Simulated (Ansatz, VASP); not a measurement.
**Be in VASP and in Ansatz**

```
Be
1.0
    -1.26565    1.25312    1.25312
     1.25312   -1.26565    1.25312
     1.25312    1.25312   -1.26565
Be
1
Direct
  0.00000 0.00000 0.00000
```

Change from the starting cell: equal xy, yz and zx shear strains of -1 %.

Alike in both runs: task single point; functional PBE; k mesh 23 × 23 × 23; occupations fermi-dirac, width 0.03 eV; no spin polarisation.

|  | VASP | Ansatz |
| --- | --- | --- |
| version | VASP 6.6.1 | Ansatz 0.2.0 |
| potentials or method | VASP PAW PBE potentials, release 64 (Be), cutoff 520 eV | all-electron LAPW, scalar-relativistic |

VASP gave:

```
pressure (GPa)                                                : -0.7
traceless stress, the component that is largest in VASP (GPa) : 2.04
```

Estimate Ansatz's values.

pressure (GPa): -0.8; traceless stress, the component that is largest in VASP (GPa): 2.04.

Ansatz ran all-electron here, and VASP with PAW potentials.
